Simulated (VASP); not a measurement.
**Cr: single point with PBE**

Cr:

```
CELL_PARAMETERS angstrom
2.48574 0.00000 0.00000
-1.24287 2.15271 0.00000
0.00000 0.00000 4.45398
ATOMIC_POSITIONS crystal
Cr 0.33333 0.66667 0.25000
Cr 0.66667 0.33333 0.75000
```

This isn't the form of Cr at room conditions, which is bcc.

```
Program             : VASP 6.6.1
Task                : single point
Functional          : PBE
Potentials or basis : VASP PAW PBE potentials, release 64 (Cr_pv)
Cutoff              : 520 eV
k mesh              : 14 × 14 × 7
Occupations         : fermi-dirac, width 0.05 eV
Spin                : non-collinear spin, typed start, spin-orbit coupling
Starting moments    : [[0.0, 0.0, 1.5], [-0.0, -0.0, -1.5]] μB
```

```
Pressure                                              : -0.4 GPa
Net moment                                            : 0.00 μB per cell
Valence electrons inside the program's atomic spheres : Cr 11.02
```

Stress tensor (GPa, compression positive):
```
-0.54  0.00  0.00
 0.00 -0.54  0.00
 0.00  0.00 -0.25
```

Moments on the atoms (μB; x, y, z):
```
Cr  0.00 0.00 0.00
Cr  0.00 0.00 0.00
```

Run time: 8.7 min on 1 thread of Intel Xeon 8259CL, with other jobs on the host, peak memory 0.31 GiB.
